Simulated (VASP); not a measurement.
# Rh (P6_3/mmc) in VASP: single point with LDA

Aim: the single point of Rh with LDA.

All numbers are computed with VASP 6.6.1; they aren't measurements. Logs are shortened: lines on timing, memory, paths and dates and some standing lists are left out, and cuts for length are marked.

### Step 1. The cell of the first run

It takes space group P6_3/mmc (No. 194, hexagonal). The conventional cell has a = 2.731 Å, b = 2.731 Å, c = 4.428 Å, α = 90.00°, β = 90.00°, γ = 120.00°. Within 3.6 Å of Rh (site symmetry -6m2) lie 12 Rh at 2.72 to 2.73 Å.

This isn't the form of Rh at room conditions, which is fcc.

### Step 2. Single point, LDA, collinear spin, ferromagnetic start

POSCAR

```
Rh
1.0
    2.7309790422      0.0000000000      0.0000000000
   -1.3654895211      2.3650972278      0.0000000000
    0.0000000000      0.0000000000      4.4284890000
Rh
2
Direct
    0.6666666667      0.3333333333      0.7500000000
    0.3333333333      0.6666666667      0.2500000000
```

INCAR.step1

```
ALGO = Normal
EDIFF = 1E-7
ENCUT = 520
GGA = CA
ISIF = 2
ISMEAR = -1
ISPIN = 2
LASPH = True
LCHARG = True
LMAXMIX = 4
LREAL = False
LWAVE = False
MAGMOM = 1 1
NBANDS = 26
NELM = 150
PREC = Accurate
SIGMA = 0.05
```

KPOINTS.step1

```
k-points
0
Gamma
  16 16 9
```

INCAR.step2

```
ALGO = Normal
EDIFF = 1E-7
ENCUT = 520
GGA = CA
ICHARG = 11
ISIF = 2
ISMEAR = -5
ISPIN = 2
LASPH = True
LCHARG = False
LMAXMIX = 4
LORBIT = 10
LREAL = False
LWAVE = False
MAGMOM = 1 1
NBANDS = 26
NEDOS = 1001
NELM = 150
PREC = Accurate
SIGMA = 0.05
```

KPOINTS.step2

```
k-points
0
Gamma
  24 24 14
```

Potentials or basis: VASP PAW LDA potentials, release 64 (Rh_pv).

Command:

```console
> cat potpaw_LDA.64/Rh_pv/POTCAR > POTCAR
> cp INCAR.step1 INCAR
> cp KPOINTS.step1 KPOINTS
> mpirun -np 1 vasp_std > vasp.out
> cp INCAR.step2 INCAR
> cp KPOINTS.step2 KPOINTS
> mpirun -np 1 vasp_std > vasp.out
```

OUTCAR:

```text
EDIFF = 1E-7
   ENCUT = 520
   GGA = CA
   ICHARG = 11
   ISIF = 2
   ISMEAR = -5
   ISPIN = 2
   LASPH = True
   LORBIT = 10
   LREAL = False
   NELM = 150
   PREC = Accurate

 ion  position               nearest neighbor table
   1  0.667  0.333  0.750-   2 2.72   2 2.72   2 2.72   2 2.72   2 2.72   2 2.72
   2  0.333  0.667  0.250-   1 2.72   1 2.72   1 2.72   1 2.72   1 2.72   1 2.72

  LATTYP: Found a hexagonal cell.
 ALAT       =     2.7309790422
 C/A-ratio  =     1.6215756077

  Lattice vectors:

 A1 = (   2.7309790422,   0.0000000000,   0.0000000000)
 A2 = (  -1.3654895211,   2.3650972278,   0.0000000000)
 A3 = (   0.0000000000,   0.0000000000,   4.4284890000)

Analysis of symmetry for initial positions (statically):
=====================================================================
 Subroutine PRICEL returns:
 Original cell was already a primitive cell.

 Routine SETGRP: Setting up the symmetry group for a
 hexagonal supercell.

 Subroutine GETGRP returns: Found 24 space group operations
 (whereof 12 operations were pure point group operations)
 out of a pool of 24 trial point group operations.

The static configuration has the point symmetry D_3d.
 The point group associated with its full space group is D_6h.

Analysis of symmetry for dynamics (positions and initial velocities):
=====================================================================
 Subroutine PRICEL returns:
 Original cell was already a primitive cell.

 Routine SETGRP: Setting up the symmetry group for a
 hexagonal supercell.

 Subroutine GETGRP returns: Found 24 space group operations
 (whereof 12 operations were pure point group operations)
 out of a pool of 24 trial point group operations.

The dynamic configuration has the point symmetry D_3d.
 The point group associated with its full space group is D_6h.

Analysis of structural, dynamic, and magnetic symmetry:
=====================================================================
 Subroutine PRICEL returns:
 Original cell was already a primitive cell.

 Routine SETGRP: Setting up the symmetry group for a
 hexagonal supercell.

 Subroutine GETGRP returns: Found 24 space group operations
 (whereof 12 operations were pure point group operations)
 out of a pool of 24 trial point group operations.

The overall configuration has the point symmetry D_3d.
 The point group associated with its full space group is D_6h.

 Subroutine INISYM returns: Found 24 space group operations
 (whereof 12 operations are pure point group operations),
 and found     1 'primitive' translations

----------------------------------------------------------------------------------------

                                     Primitive cell

  volume of cell :      28.6037

  direct lattice vectors                    reciprocal lattice vectors
     2.730979042  0.000000000  0.000000000     0.366169049  0.211407799  0.000000000
    -1.365489521  2.365097228  0.000000000     0.000000000  0.422815599  0.000000000
     0.000000000  0.000000000  4.428489000     0.000000000  0.000000000  0.225810655

  length of vectors
     2.730979042  2.730979042  4.428489000     0.422815599  0.422815599  0.225810655

  position of ions in fractional coordinates (direct lattice)
     0.666666667  0.333333333  0.750000000
     0.333333333  0.666666667  0.250000000

  ion indices of the primitive-cell ions
   primitive index   ion index
                 1           1
                 2           2

----------------------------------------------------------------------------------------

 KPOINTS: k-points

Automatic generation of k-mesh.
 Grid dimensions read from file:
 generate k-points for:   24   24   14

 Generating k-lattice:

  Cartesian coordinates                     Fractional coordinates (reciprocal lattice)
     0.015257044  0.008808658  0.000000000     0.041666667  0.000000000  0.000000000
     0.000000000  0.017617317  0.000000000     0.000000000  0.041666667  0.000000000
     0.000000000  0.000000000  0.016129332     0.000000000  0.000000000  0.071428571

  Length of vectors
     0.017617317  0.017617317  0.016129332

  Shift w.r.t. Gamma in fractional coordinates (k-lattice)
     0.000000000  0.000000000  0.000000000

 TETIRR: Found   8183 inequivalent tetrahedra from    48384

 Subroutine IBZKPT returns following result:
 ===========================================

 Found    488 irreducible k-points:

 Following reciprocal coordinates:
            Coordinates               Weight
  0.000000  0.000000  0.000000      1.000000
  0.041667 -0.000000  0.000000      6.000000
  0.083333 -0.000000  0.000000      6.000000
  0.125000  0.000000  0.000000      6.000000
  0.166667  0.000000  0.000000      6.000000
  0.208333  0.000000  0.000000      6.000000
[... 16 lines left out ...]
  0.416667  0.041667  0.000000     12.000000
  0.458333  0.041667  0.000000     12.000000
 [... further k-points ...]
   k-points           NKPTS =    488   k-points in BZ     NKDIM =    488   number of bands    NBANDS=     26
   number of dos      NEDOS =   1001   number of ions     NIONS =      2
   total plane-waves  NPLWV =  14400
   dimension x,y,z NGX =    20 NGY =   20 NGZ =   36
   dimension x,y,z NGXF=    40 NGYF=   40 NGZF=   72
   ions per type =               2
   NGX,Y,Z   is equivalent  to a cutoff of  12.17, 12.17, 13.51 a.u.
   NGXF,Y,Z  is equivalent  to a cutoff of  24.35, 24.35, 27.03 a.u.
 SYSTEM =  unknown system
   PREC   = accura    normal or accurate (medium, high low for compatibility)
   ISTART =      0    job   : 0-new  1-cont  2-samecut
   ICHARG =     11    charge: 1-file 2-atom 10-const
   ISPIN  =      2    spin polarized calculation?
   LNONCOLLINEAR =      F non collinear calculations
   LSORBIT =      F    spin-orbit coupling
   LASPH  =      T    aspherical Exc in radial PAW
   ENCUT  =  520.0 eV  38.22 Ry    6.18 a.u.   5.08  5.08  8.23*2*pi/ulx,y,z
   NELM   =    150;   NELMIN=  2; NELMDL=  0     # of ELM steps
   EDIFF  = 0.1E-06   stopping-criterion for ELM
   LREAL  =      F    real-space projection
   EDIFFG = 0.1E-05   stopping-criterion for IOM
   NSW    =      0    number of steps for IOM
   IBRION =     -1    ionic relax: 0-MD 1-quasi-New 2-CG
   NFREE  =      0    steps in history (QN), initial steepest desc. (CG)
   ISIF   =      2    stress and relaxation
   ISYM   =      2    0-nonsym 1-usesym 2-fastsym
   POTIM  = 0.5000    time-step for ionic-motion
   TEBEG  =    0.0;   TEEND  =   0.0 temperature during run
   PSTRESS=    0.0 pullay stress
   NELECT =      30.0000    total number of electrons
   NUPDOWN=      -1.0000    fix difference up-down
   EMIN   =  10.00;   EMAX   =-10.00  energy-range for DOS
   EFERMI =   0.00;   METHOD = LEGACY
   ISMEAR =    -5;   SIGMA  =   0.05  broadening in eV -4-tet -1-fermi 0-gaus
   EFERMI_NEDOS =   21; number of points for ismear=-14 and -15
   IALGO  =     38    algorithm
   IMIX   =      4    mixing-type and parameters
     AMIX     =   0.40;   BMIX     =  1.00
     AMIX_MAG =   1.60;   BMIX_MAG =  1.00
  volume/ion in A,a.u.               =      14.30        96.51
  Fermi-wavevector in a.u.,A,eV,Ry     =   1.663314  3.143208 37.642066  2.766614
  Thomas-Fermi vector in A             =   2.750053
   LORBIT       =     10    0 simple, 1 ext, 2 COOP (PROOUT), +10 PAW based schemes
   GGA     = CA    functional components
   LHFCALC =     F    Hartree Fock is set to
   AEXX    =    0.0000 exact exchange contribution
   IVDW    =     0    specifies the selected vdW correction
   LEPSILON=     F    determine dielectric tensor
   LRPA    =     F    only Hartree local field effects (RPA)
 spin polarized calculation
 Fermi weights with tetrahedron method with Bloechl corrections
  energy-cutoff  :      520.00
  volume of cell :       28.60
 maximum number of plane-waves:       785

 number of electron      30.0000009 magnetization       0.0000379

 Free energy of the ion-electron system (eV)
  ---------------------------------------------------
  ext. energy  EPLUGINS =         0.00000000
  ---------------------------------------------------
  free energy    TOTEN  =       -17.15990332 eV

  energy without entropy =      -17.15990332  energy(sigma->0) =      -17.15990332

 E-fermi :  11.0862     XC(G=0): -14.1006

 val. band max:       11.2137271356   @ k =   0.0000   0.0000   0.0000
 cond. band min:      11.0484869763   @ k =   0.3333   0.3333   0.1429
 fundamental gap:     -0.1652401592
 Fermi energy:        11.0861617620

 spin component 1

 k-point     1 :       0.0000    0.0000    0.0000
  band No.  band energies     occupation
      1     -35.7617      1.00000
      2     -35.1767      1.00000
      3     -35.1767      1.00000
      4     -35.0999      1.00000
      5     -35.0822      1.00000
      6     -35.0822      1.00000
[... 18 lines left out ...]
     25      33.1652      0.00000
     26      33.1655      0.00000

 k-point     2 :       0.0417   -0.0000    0.0000
  band No.  band energies     occupation
      1     -35.7581      1.00000
      2     -35.1849      1.00000
      3     -35.1793      1.00000
      4     -35.1013      1.00000
      5     -35.0908      1.00000
      6     -35.0835      1.00000
[... 18 lines left out ...]
     25      32.7182      0.00000
     26      32.7466      0.00000

 k-point     3 :       0.0833   -0.0000    0.0000
  band No.  band energies     occupation
      1     -35.7475      1.00000
      2     -35.2092      1.00000
      3     -35.1872      1.00000
      4     -35.1160      1.00000
      5     -35.1057      1.00000
      6     -35.0875      1.00000
[... 572 lines left out ...]
 k-point    23 :       0.4167    0.0417    0.0000
  band No.  band energies     occupation
      1     -35.6432      1.00000
      2     -35.5421      1.00000
      3     -35.4920      1.00000
      4     -35.3229      1.00000
      5     -35.2481      1.00000
      6     -35.1712      1.00000
[... 18 lines left out ...]
     25      31.4785      0.00000
     26      31.4847      0.00000

 k-point    24 :       0.4583    0.0417    0.0000
  band No.  band energies     occupation
      1     -35.6595      1.00000
      2     -35.5569      1.00000
      3     -35.4756      1.00000
      4     -35.3279      1.00000
      5     -35.2603      1.00000
      6     -35.1744      1.00000
[... 18 lines left out ...]
     25      31.4786      0.00000
     26      31.6260      0.00000

 [... further k-points ...]

 spin component 2

 k-point     1 :       0.0000    0.0000    0.0000
  band No.  band energies     occupation
      1     -35.7617      1.00000
      2     -35.1766      1.00000
      3     -35.1766      1.00000
      4     -35.0998      1.00000
      5     -35.0822      1.00000
      6     -35.0822      1.00000
[... 18 lines left out ...]
     25      33.1652      0.00000
     26      33.1653      0.00000

 k-point     2 :       0.0417   -0.0000    0.0000
  band No.  band energies     occupation
      1     -35.7581      1.00000
      2     -35.1849      1.00000
      3     -35.1793      1.00000
      4     -35.1013      1.00000
      5     -35.0908      1.00000
      6     -35.0835      1.00000
[... 18 lines left out ...]
     25      32.7174      0.00000
     26      32.7524      0.00000

 k-point     3 :       0.0833   -0.0000    0.0000
  band No.  band energies     occupation
      1     -35.7474      1.00000
      2     -35.2092      1.00000
      3     -35.1872      1.00000
      4     -35.1160      1.00000
      5     -35.1057      1.00000
      6     -35.0875      1.00000
[... 572 lines left out ...]
 k-point    23 :       0.4167    0.0417    0.0000
  band No.  band energies     occupation
      1     -35.6432      1.00000
      2     -35.5420      1.00000
      3     -35.4920      1.00000
      4     -35.3229      1.00000
      5     -35.2481      1.00000
      6     -35.1712      1.00000
[... 18 lines left out ...]
     25      31.4782      0.00000
     26      31.8569      0.00000

 k-point    24 :       0.4583    0.0417    0.0000
  band No.  band energies     occupation
      1     -35.6595      1.00000
      2     -35.5569      1.00000
      3     -35.4756      1.00000
      4     -35.3279      1.00000
      5     -35.2603      1.00000
      6     -35.1744      1.00000
[... 18 lines left out ...]
     25      31.4785      0.00000
     26      31.6228      0.00000

 [... further k-points ...]

------------------------ aborting loop because EDIFF is reached ----------------------------------------

  FORCE on cell =-STRESS in cart. coord.  units (eV):
  Direction    XX          YY          ZZ          XY          YZ          ZX
  --------------------------------------------------------------------------------------
  -------------------------------------------------------------------------------------
  Total       -3.3055211     -3.3055211     -3.6059861      0.0000000      0.0000000      0.0000000
  in kB     -185.1516472   -185.1516472   -201.9815465      0.0000000      0.0000000      0.0000000
  external PRESSURE =    -190.7616136 kB  Pullay stress =       0.0000000 kB

 VOLUME and BASIS-vectors are now :
 -----------------------------------------------------------------------------
  energy-cutoff  :      520.00
  volume of cell :       28.60
      direct lattice vectors                 reciprocal lattice vectors
     2.730979042  0.000000000  0.000000000     0.366169049  0.211407799  0.000000000
    -1.365489521  2.365097228  0.000000000     0.000000000  0.422815599  0.000000000
     0.000000000  0.000000000  4.428489000     0.000000000  0.000000000  0.225810655

 POSITION                                       TOTAL-FORCE (eV/Angst)
 -----------------------------------------------------------------------------------
      1.36549      0.78837      3.32137         0.000000      0.000000      0.000000
     -0.00000      1.57673      1.10712        -0.000000     -0.000000      0.000000
 -----------------------------------------------------------------------------------
    total drift:                               -0.000000      0.000000     -0.000000

  FREE ENERGIE OF THE ION-ELECTRON SYSTEM (eV)
  ---------------------------------------------------
  free  energy   TOTEN  =       -17.1599033154 eV

  energy  without entropy=      -17.1599033154  energy(sigma->0) =      -17.15990332

 total charge

# of ion       s       p       d       tot
------------------------------------------
    1        0.396   6.279   7.041  13.716
    2        0.396   6.279   7.041  13.716
--------------------------------------------------
tot          0.792  12.559  14.082  27.433

 magnetization (x)

# of ion       s       p       d       tot
------------------------------------------
    1       -0.000  -0.000   0.000   0.000
    2       -0.000  -0.000   0.000   0.000
--------------------------------------------------
tot         -0.000  -0.000   0.000   0.000
```

It took 12 min on 1 thread of Intel Xeon 8259CL, shared host; peak memory 0.58 GiB.

Results:

| Property | Result |
| --- | --- |
| Net moment | 0.00 μB per cell |
| Valence electrons inside the program's atomic spheres | Rh 13.72 |
